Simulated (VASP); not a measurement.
Set up this calculation in VASP 6.6.1, as the native input.

```yaml
Task: single point
Functional: r2SCAN
Potentials_or_basis: VASP PAW PBE potentials, release 64 (Zr_sv, Mo_sv)
Cutoff: 520 eV
k_mesh: 4 × 4 × 4
Occupations: gaussian, width 0.1 eV
Spin: no spin polarisation
Dipole_correction: no
Further_INCAR_settings: ALGO = Normal; EDIFF = 1e-06; NBANDS = 35
```

The system is ZrMo3.

```xyz
4
Lattice="4.1105 0.0000 0.0000 0.0000 4.1105 0.0000 0.0000 0.0000 4.1105" Properties=species:S:1:pos:R:3 pbc="T T T"
Zr    0.0000    0.0000    0.0000
Mo    0.0000    2.0552    2.0552
Mo    2.0552    0.0000    2.0552
Mo    2.0552    2.0552    0.0000
```

One way to write it, as run:

POSCAR

```
ZrMo3
1.0
    4.1104933159      0.0000000000      0.0000000000
    0.0000000000      4.1104933159      0.0000000000
    0.0000000000      0.0000000000      4.1104933159
Zr Mo
1 3
Direct
    0.0000000000      0.0000000000      0.0000000000
    0.0000000000      0.5000000000      0.5000000000
    0.5000000000      0.0000000000      0.5000000000
    0.5000000000      0.5000000000      0.0000000000
```

INCAR.step1

```
ALGO     = Normal         # electronic algorithm
EDIFF    = 1E-4           # SCF threshold, eV
ENCUT    = 520            # plane-wave cutoff, eV
GGA      = PE             # functional
ISMEAR   = 0              # smearing method
LASPH    = True           # aspherical terms in the spheres
LCHARG   = False          # write CHGCAR
LREAL    = False          # projectors in reciprocal space
LWAVE    = True           # write WAVECAR
NBANDS   = 35             # bands
NELM     = 60             # most SCF steps
PREC     = Accurate       # precision mode
SIGMA    = 0.1            # smearing width, eV
```

INCAR.step2

```
ALGO     = Normal         # electronic algorithm
EDIFF    = 1E-6           # SCF threshold, eV
ENCUT    = 520            # plane-wave cutoff, eV
ISIF     = 2              # what is computed and relaxed
ISMEAR   = 0              # smearing method
ISTART   = 1            
LASPH    = True           # aspherical terms in the spheres
LCHARG   = False          # write CHGCAR
LMIXTAU  = True         
LREAL    = False          # projectors in reciprocal space
LWAVE    = False          # write WAVECAR
METAGGA  = R2SCAN         # meta-GGA
NBANDS   = 35             # bands
NELM     = 60             # most SCF steps
PREC     = Accurate       # precision mode
SIGMA    = 0.1            # smearing width, eV
```

KPOINTS

```
k-points
0
Gamma
  4 4 4
```

Potentials or basis: VASP PAW PBE potentials, release 64 (Zr_sv, Mo_sv).

Launch:

```bash
$ cat potpaw_PBE.64/Zr_sv/POTCAR potpaw_PBE.64/Mo_sv/POTCAR > POTCAR
$ cp INCAR.step1 INCAR
$ mpirun -np 1 vasp_std > vasp.out
$ cp INCAR.step2 INCAR
$ mpirun -np 1 vasp_std > vasp.out
```

Results of the run:

* Pressure: 0.9 GPa
* Band gap on the k mesh: zero (band 27 reaches 13.42 eV, above the bottom of band 28 at 10.28 eV)

Caveat: the k points lie up to 0.38 Å⁻¹ apart; the PAW data sets were made with another functional, which shifts forces and pressure a little.

It took 38 s on 1 thread of Intel(R) Xeon(R) 6975P-C (Granite Rapids), with other jobs on the host, peak memory 0.18 GiB.
